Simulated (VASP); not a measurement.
NaSnCl3:

```
Na Sn Cl
1.0
     5.41745    0.00000    0.00000
     0.00000    5.52801    0.00000
     0.00000    0.00000    5.52801
Na Sn Cl
1 1 3
Cartesian
  0.0000 0.0000 0.0000
  2.7087 2.7640 2.7640
  2.7087 2.7640 0.0000
  2.7087 0.0000 2.7640
  0.0000 2.7640 2.7640
```

This cell differs from its parent crystal: uniaxial x strain -2.0%.

Base run:

- Program: VASP 6.6.1
- Functional: PBE
- Potentials or basis: VASP PAW PBE potentials, release 64 (Na_pv, Sn_d, Cl)
- Cutoff: 520 eV
- k mesh: 6 × 6 × 6
- Occupations: fermi-dirac, width 0.02 eV
- Spin: no spin polarisation

Its results: band gap on the k mesh 0.44 eV (least direct gap 0.61 eV); pressure 0.9 GPa.

Problem. The run is repeated on the same cell with these changes: functional from PBE to r2SCAN; occupations from fermi-dirac, width 0.02 eV to gaussian, width 0.01 eV. What comes out?

Solution. Band gap on the k mesh 0.77 eV; pressure 0.3 GPa.

Caveats: semilocal functionals underestimate gaps, and a narrow one can read as zero; spin-orbit coupling is left out, which moves the levels of the heavy elements; the PAW data sets were made with another functional, which shifts forces and pressure a little (at least some runs).

A k mesh can miss the band edges.
